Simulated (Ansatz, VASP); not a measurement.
## Two plane-wave programs on ZnS

POSCAR

```
ZnS
1.0
   -2.7046500000     -2.7046500000      0.0000000000
    2.7046500000     -2.7046500000      0.0000000000
    0.0000000000      0.0000000000     11.3186000000
Zn S
4 4
Direct
    0.0000000000      0.0000000000      0.8960858675
    0.5000000000      0.5000000000      0.1792171735
    0.0000000000      0.0000000000      0.4181734048
    0.5000000000      0.5000000000      0.6571296362
    0.5000000000      0.0000000000      0.2986952892
    0.0000000000      0.5000000000      0.5376515205
    0.5000000000      0.0000000000      0.7766077518
    0.0000000000      0.5000000000      0.0597390578
```

The input INCAR.step1:

```
ALGO = Normal
EDIFF = 1E-4
ENCUT = 520
GGA = PE
ISMEAR = 0
LASPH = True
LCHARG = False
LREAL = False
LWAVE = True
NBANDS = 46
NELM = 60
PREC = Accurate
SIGMA = 0.05
```

Contents of INCAR.step2:

```
ALGO = Normal
EDIFF = 1E-6
ENCUT = 520
ISIF = 2
ISMEAR = 0
ISTART = 1
LASPH = True
LCHARG = False
LMIXTAU = True
LREAL = False
LWAVE = False
METAGGA = R2SCAN
NBANDS = 46
NELM = 60
PREC = Accurate
SIGMA = 0.05
```

File KPOINTS:

```
k-points
0
Gamma
  6 6 2
```

Input for Ansatz:

```yaml
crystal:
  lattice:
    - [-2.70465, -2.70465, 0.0]
    - [2.70465, -2.70465, 0.0]
    - [0.0, 0.0, 11.3186]
  atoms:
    - { symbol: Zn, position: [0.0, 0.0, 0.8960858675] }
    - { symbol: Zn, position: [0.5, 0.5, 0.1792171735] }
    - { symbol: Zn, position: [0.0, 0.0, 0.4181734048] }
    - { symbol: Zn, position: [0.5, 0.5, 0.6571296362] }
    - { symbol: S, position: [0.5, 0.0, 0.2986952892] }
    - { symbol: S, position: [0.0, 0.5, 0.5376515205] }
    - { symbol: S, position: [0.5, 0.0, 0.7766077518] }
    - { symbol: S, position: [0.0, 0.5, 0.0597390578] }
basis:
  ecutwfc: 500
kpoints:
  mp_grid: { grid: [6, 6, 2] }
hamiltonian:
  xc: r2scan
scf:
  occupations: { method: gaussian, width: 0.05 }
output:
  forces: true
  stress: true
  eigenvalues: true
```

Alike in both runs: task single point; functional r2SCAN; k mesh 6 × 6 × 2; occupations gaussian, width 0.05 eV; no spin polarisation.

|  | VASP | Ansatz |
| --- | --- | --- |
| version | VASP 6.6.1 | Ansatz 0.2.0 |
| potentials or method | VASP PAW PBE potentials, release 64 (Zn, S), cutoff 520 eV | scalar-relativistic, plane waves, PAW |
| valence electrons in the cell | 72 | 72 |

VASP gave:

```
gap on the k mesh at the Fermi level (eV)                     : 1.94
least direct gap on the mesh (eV)                             : 1.94
pressure (GPa)                                                : -3.0
traceless stress, the component that is largest in VASP (GPa) : -2.05
rms of the force components (eV/Å)                            : 0.483
```

Which values does Ansatz return?

gap on the k mesh at the Fermi level (eV): 1.94; least direct gap on the mesh (eV): 1.94; pressure (GPa): -3.1; traceless stress, the component that is largest in VASP (GPa): -2.00; rms of the force components (eV/Å): 0.484.

VASP's potentials were made for PBE, not for r2SCAN. Atom by atom the forces differ by 0.003 eV/Å (rms over components).
